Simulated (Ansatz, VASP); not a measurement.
# HfO2 in VASP and in Ansatz

```
Hf O
1.0
     0.00000    2.55750    2.55750
     2.55750    0.00000    2.55750
     2.55750    2.55750    0.00000
Hf O
1 2
Direct
  0.00000 0.00000 0.00000
  0.75000 0.75000 0.75000
  0.25000 0.25000 0.25000
```

Alike in both runs: task single point; functional PBE; k mesh 9 × 9 × 9; occupations fermi-dirac, width 0.05 eV; no spin polarisation.

|  | VASP | Ansatz |
| --- | --- | --- |
| version | VASP 6.6.1 | Ansatz 0.2.0 |
| potentials or method | VASP PAW PBE potentials, release 64 (Hf_pv, O) | Ansatz PAW |
| plane-wave cutoff (eV) | 520 | 420 |
| valence electrons in the cell | 22 | 38 |

VASP gave:

- gap on the k mesh at the Fermi level (eV): 3.84
- least direct gap on the mesh (eV): 3.95
- pressure (GPa): -6.0

Problem. Which values does Ansatz return?

Solution. gap on the k mesh at the Fermi level (eV): 3.83; least direct gap on the mesh (eV): 3.94; pressure (GPa): -2.5.

VASP's potentials hold 22 valence electrons a cell and Ansatz's 38, so a difference there can come from the potentials and not from the codes.

Neither program's run includes spin-orbit coupling. Noted on Ansatz's run: odd divisions of the mesh miss points on the zone boundary, where band edges often lie, so the gap on the mesh can be too wide.
